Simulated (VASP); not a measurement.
Runs of VASP 6.6.1 on MnO2. Symmetry: Pmmn, No. 59, orthorhombic system. Conventional cell: a = 2.904 Å, b = 3.845 Å, c = 6.164 Å, α = 90.00°, β = 90.00°, γ = 90.00°. Mn (site symmetry mm2) has 6 O at 1.83 to 2.05 Å within 2.4 Å. Within 2.4 Å of O (site symmetry mm2) lie 2 Mn at 1.83 Å. Within 2.6 Å of O (site symmetry mm2) lie 4 Mn at 1.98 to 2.05 Å and 5 O at 2.56 to 2.59 Å. 

```csv
level,spin,U,fixed moment (μB),k mesh,smearing,gap on the mesh (eV),pressure (GPa),moment (μB),largest force (eV/Å)
PBEsol,"collinear, ferromagnetic start",-,-,9 × 7 × 5,fermi-dirac 0.05 eV,none,-12.7,6.00,1.07
PBEsol,off,-,-,9 × 7 × 5,fermi-dirac 0.05 eV,none,(a),-,3.14
PBEsol+U,"collinear, ferromagnetic start",Mn d U = 6.0 eV,-,9 × 7 × 5,fermi-dirac 0.02 eV,none,0.6,6.00,0.34
PBEsol,"collinear, ferromagnetic start",-,10.0,8 × 6 × 4,fermi-dirac 0.05 eV,-,17.4,10.00,2.01
PBE,"collinear, ferromagnetic start",-,8.0,8 × 6 × 4,fermi-dirac 0.05 eV,-,(b),8.00,0.87
PBEsol,"collinear, ferromagnetic start",-,16.0,8 × 6 × 4,fermi-dirac 0.05 eV,-,(c),16.00,5.78
PBE,"collinear, ferrimagnetic start",-,-,9 × 7 × 5,fermi-dirac 0.05 eV,0.18,-6.9,0.00,(d)
```

Alike in all rows: task single point; potentials or basis VASP PAW PBE potentials, release 64 (Mn_pv, O); cell as given; cutoff (eV) 520.

Q: Estimate the missing entries.

A: (a) -22.0; (b) 6.7; (c) 74.5; (d) 0.68.

Caveats: the PAW data sets were made with another functional, which shifts forces and pressure a little (some runs); the total moment is fixed, so each spin has its own Fermi level (some runs); semilocal functionals often make such compounds metallic where correlation or magnetic order opens a gap, which also shifts bond lengths (some runs).

A k mesh can miss the band edges.

A gap of «none» marks levels without a gap at the run's occupations.
